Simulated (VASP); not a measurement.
# Al (Fm-3m) in VASP: further runs, part 2 of 2

VASP 6.6.1.

## (3) Relaxation of cell and atoms, PBE

This run uses another cell than the first one, of 16.60 Å³/atom, 1.010 times its volume.

Contents of INCAR:

```
PREC = Accurate
ENCUT = 500
EDIFF = 1E-7
ISMEAR = 1
SIGMA = 0.1
LREAL = False
LASPH = True
NELM = 120
ALGO = Normal
ISIF = 3
LWAVE = False
LCHARG = False
GGA = PE
IBRION = 2
NSW = 80
EDIFFG = -0.01
GGA_COMPAT = False
NELMIN = 4
```

Contents of KPOINTS:

```
regular mesh
0
Gamma
  14 14 14
```

Contents of POSCAR:

```
Al
1.0
    2.8635070000      0.0000000000      0.0000000000
    1.4317535000      2.4798698059      0.0000000000
    1.4317535000      0.8266232686      2.3380436750
Al
1
Direct
    0.0000000000      0.0000000000      0.0000000000
```

Potentials or basis: VASP PAW PBE potentials, release 64 (Al).

Launch:

```sh
$ cat potpaw_PBE.64/Al/POTCAR > POTCAR
$ mpirun -np 1 vasp_std > vasp.out
```

OUTCAR:

```text
PREC = Accurate
   ENCUT = 500
   EDIFF = 1E-7
   ISMEAR = 1
   LREAL = False
   LASPH = True
   NELM = 120
   ISIF = 3
   GGA = PE
   IBRION = 2
   NSW = 80
   EDIFFG = -0.01
   NELMIN = 4

 ion  position               nearest neighbor table
   1  0.000  0.000  0.000-

  LATTYP: Found a face centered cubic cell.
 ALAT       =     4.0496104353

  Lattice vectors:

 A1 = (   2.8635070000,   0.0000000000,   0.0000000000)
 A2 = (   1.4317535000,   2.4798698059,   0.0000000000)
 A3 = (   1.4317535000,   0.8266232686,   2.3380436750)

Analysis of symmetry for initial positions (statically):
=====================================================================
 Subroutine PRICEL returns:
 Original cell was already a primitive cell.

 Routine SETGRP: Setting up the symmetry group for a
 face centered cubic supercell.

 Subroutine GETGRP returns: Found 48 space group operations
 (whereof 48 operations were pure point group operations)
 out of a pool of 48 trial point group operations.

The static configuration has the point symmetry O_h .

Analysis of symmetry for dynamics (positions and initial velocities):
=====================================================================
 Subroutine PRICEL returns:
 Original cell was already a primitive cell.

 Routine SETGRP: Setting up the symmetry group for a
 face centered cubic supercell.

 Subroutine GETGRP returns: Found 48 space group operations
 (whereof 48 operations were pure point group operations)
 out of a pool of 48 trial point group operations.

The dynamic configuration has the point symmetry O_h .

 Subroutine INISYM returns: Found 48 space group operations
 (whereof 48 operations are pure point group operations),
 and found     1 'primitive' translations

[... 114 lines left out ...]
  Fermi-wavevector in a.u.,A,eV,Ry     =   0.925526  1.748991 11.654731  0.856599
  Thomas-Fermi vector in A             =   2.051390
   LORBIT       =      0    0 simple, 1 ext, 2 COOP (PROOUT), +10 PAW based schemes
   GGA     = PE    functional components
   LHFCALC =     F    Hartree Fock is set to
   AEXX    =    0.0000 exact exchange contribution
   IVDW    =     0    specifies the selected vdW correction
   LEPSILON=     F    determine dielectric tensor
   LRPA    =     F    only Hartree local field effects (RPA)
 conjugate gradient relaxation of ions
 non-spin polarized calculation
 Methfessel and Paxton  Order N= 1 SIGMA  =   0.10
  energy-cutoff  :      500.00
  volume of cell :       16.60
 maximum number of plane-waves:       444
 NGX is ok and might be reduce to    24
   NGX = 11   NGY = 11   NGZ = 11

--------------------------------------- Ionic step        1  -------------------------------------------

 number of electron       3.0000000 magnetization

 Free energy of the ion-electron system (eV)
  ---------------------------------------------------
  ext. energy  EPLUGINS =         0.00000000
  ---------------------------------------------------
  free energy    TOTEN  =        -3.73773700 eV

  energy without entropy =       -3.73810844  energy(sigma->0) =       -3.73786082

------------------------ aborting loop because EDIFF is reached ----------------------------------------

  FORCE on cell =-STRESS in cart. coord.  units (eV):
  Direction    XX          YY          ZZ          XY          YZ          ZX
  --------------------------------------------------------------------------------------
  -------------------------------------------------------------------------------------
  Total       -0.0828842     -0.0828842     -0.0828842     -0.0000000      0.0000000      0.0000000
  in kB       -7.9983921     -7.9983921     -7.9983921     -0.0000000      0.0000000      0.0000000
  external PRESSURE =      -7.9983921 kB  Pullay stress =       0.0000000 kB
[... 57 lines left out ...]
--------------------------------------- Ionic step        3  -------------------------------------------

 number of electron       3.0000000 magnetization

 Free energy of the ion-electron system (eV)
  ---------------------------------------------------
  ext. energy  EPLUGINS =         0.00000000
  ---------------------------------------------------
  free energy    TOTEN  =        -3.73816515 eV

  energy without entropy =       -3.73853732  energy(sigma->0) =       -3.73828920

 E-fermi :   8.0016     XC(G=0): -10.2118

 val. band max:        8.0000953874   @ k =  -0.3571   0.4286   0.2143
 cond. band min:       8.0542659833   @ k =   0.5000   0.2857   0.0000
 fundamental gap:      0.0541705959
 Fermi energy:         8.0016438849

 k-point     1 :       0.0000    0.0000    0.0000
  band No.  band energies     occupation
      1      -3.1205      2.00000
      2      20.6836      0.00000
      3      20.6836      0.00000
      4      20.6836      0.00000
      5      22.2054      0.00000
[... 177 lines left out ...]
 k-point    24 :       0.2857    0.1429    0.0000
  band No.  band energies     occupation
      1      -1.0947      2.00000
      2      12.3344      0.00000
      3      16.4953      0.00000
      4      18.0203      0.00000
      5      18.4605      0.00000

 [... further k-points ...]
[... 5 lines left out ...]
  --------------------------------------------------------------------------------------
  -------------------------------------------------------------------------------------
  Total        0.0002259      0.0002259      0.0002259      0.0000000     -0.0000000      0.0000000
  in kB        0.0220282      0.0220282      0.0220282      0.0000000     -0.0000000      0.0000000
  external PRESSURE =       0.0220282 kB  Pullay stress =       0.0000000 kB
[... 16 lines left out ...]
  FREE ENERGIE OF THE ION-ELECTRON SYSTEM (eV)
  ---------------------------------------------------
  free  energy   TOTEN  =        -3.7381651455 eV

  energy  without entropy=       -3.7385373226  energy(sigma->0) =       -3.73828920

 reached required accuracy - stopping structural energy minimisation
```

CONTCAR:

```text
Al
   1.00000000000000
     2.8537312196770208   -0.0000000000000000    0.0000000000000000
     1.4268656098385104    2.4714037317986333    0.0000000000001207
     1.4268656098385104    0.8238012438997721    2.3300617837900446
  Al
     1
Direct
     0.0000000000000000    0.0000000000000000    0.0000000000000000

  0.00000000E+00  0.00000000E+00  0.00000000E+00
```

It took 10 s on 1 thread of Intel Xeon 6975P-C, shared host; peak memory 0.14 GiB.

Results:

```yaml
Free_energy: -3.7382 eV
Relaxed_volume: 16.43 Å³/atom
Relaxed_cell: a = 2.854 Å, b = 2.854 Å, c = 2.854 Å, α = 60.00°, β = 60.00°, γ = 60.00°
Space_group_after_relaxing_to_0.05_Å: Fm-3m (No. 225)
Energy_gained_by_relaxing: 0.4 meV/atom
Ionic_steps: 3
Pressure_after_relaxing: 0.0 GPa
```

Step by step:
| step | energy change (eV) | largest force (eV/Å) | pressure (GPa) | volume (Å³) |
| --- | --- | --- | --- | --- |
| 1 | 0.0000 | 0.0000 | -0.80 | 16.60 |
| 2 | -0.0004 | 0.0000 | 0.14 | 16.40 |
| 3 | -0.0004 | 0.0000 | 0.00 | 16.43 |

Final structure:
```
Al
1.0
     2.85373    0.00000    0.00000
     1.42687    2.47140    0.00000
     1.42687    0.82380    2.33006
Al
1
Direct
  0.00000 0.00000 0.00000
```

Levels at points of the mesh, in eV from the Fermi level:
| k point | band 1 | band 2 | band 3 | band 4 |
| --- | --- | --- | --- | --- |
| (0.00, 0.00, 0.00) | -11.12 | 12.68 | 12.68 | 12.68 |
| (0.50, 0.00, 0.00) | -4.57 | -4.35 | 11.49 | 11.49 |
| (0.50, 0.50, 0.00) | -2.89 | -1.56 | 5.30 | 5.65 |
